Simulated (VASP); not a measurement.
Wanted: the native input for a VASP 6.6.1 run.

```yaml
Task: single point
Functional: r2SCAN
Potentials_or_basis: VASP PAW PBE potentials, release 64 (Gd, N)
Cutoff: 520 eV
k_mesh: 12 × 12 × 12
Occupations: gaussian, width 0.05 eV
Spin: collinear spin, ferromagnetic start
Starting_moments: "[7.0, 0.0] μB"
Hubbard_terms: Gd f U = 2.0 eV
Dipole_correction: no
Further_INCAR_settings: ALGO = Normal; EDIFF = 1e-07; NBANDS = 22
```

The system is GdN.

```
Gd N
1.0
     0.00000    2.48655    2.48655
     2.48655    0.00000    2.48655
     2.48655    2.48655    0.00000
Gd N
1 1
Direct
  0.50000 0.50000 0.50000
  0.00000 0.00000 0.00000
```

One way to write it, as run:

POSCAR

```
GdN
1.0
    0.0000000000      2.4865533670      2.4865533670
    2.4865533670      0.0000000000      2.4865533670
    2.4865533670      2.4865533670      0.0000000000
Gd N
1 1
Direct
    0.5000000000      0.5000000000      0.5000000000
    0.0000000000      0.0000000000      0.0000000000
```

INCAR.step1

```
SYSTEM = GdN
  ALGO = Normal
  EDIFF = 1E-4
  ENCUT = 520
  GGA = PE
  ISMEAR = 0
  ISPIN = 2
  LASPH = .True.
  LCHARG = .False.
  LDAU = .True.
  LDAUJ = 0 0
  LDAUL = 3 -1
  LDAUTYPE = 2
  LDAUU = 2 0
  LMAXMIX = 6
  LREAL = .False.
  LWAVE = .True.
  MAGMOM = 7 0
  NBANDS = 22
  NELM = 150
  PREC = Accurate
  SIGMA = 0.05
```

INCAR.step2

```
SYSTEM = GdN
  ALGO = Normal
  EDIFF = 1E-7
  ENCUT = 520
  ISIF = 2
  ISMEAR = 0
  ISPIN = 2
  ISTART = 1
  LASPH = .True.
  LCHARG = .True.
  LDAU = .True.
  LDAUJ = 0 0
  LDAUL = 3 -1
  LDAUPRINT = 1
  LDAUTYPE = 2
  LDAUU = 2 0
  LELF = .True.
  LMAXMIX = 6
  LMIXTAU = .True.
  LORBIT = 11
  LREAL = .False.
  LVHAR = .True.
  LWAVE = .False.
  MAGMOM = 7 0
  METAGGA = R2SCAN
  NBANDS = 22
  NELM = 150
  PREC = Accurate
  SIGMA = 0.05
```

KPOINTS

```
k-points
0
Gamma
  12 12 12
  0 0 0
```

Potentials or basis: VASP PAW PBE potentials, release 64 (Gd, N).

The run is started by

```sh
$ cat potpaw_PBE.64/Gd/POTCAR potpaw_PBE.64/N/POTCAR > POTCAR
$ cp INCAR.step1 INCAR
$ mpirun -np 1 vasp_std > vasp.out
$ cp INCAR.step2 INCAR
$ mpirun -np 1 vasp_std > vasp.out
```

Results of the run:

```
Pressure                                              : 0.8 GPa
Band gap on the k mesh                                : zero (filled and empty bands overlap)
Net moment                                            : 7.00 μB per cell
Site moments                                          : Gd +6.81; N -0.13 μB
Valence electrons inside the program's atomic spheres : Gd 15.23; N 3.68
```

Caveat: the PAW data sets were made with another functional, which shifts forces and pressure a little; spin-orbit coupling is left out, which moves the levels of the heavy elements; a cell with one magnetic atom can't hold antiferromagnetic order, which such compounds often take.

Wall time 4.9 min on 1 thread of Intel(R) Xeon(R) 6975P-C (Granite Rapids), on a shared host, peak memory 0.25 GiB.
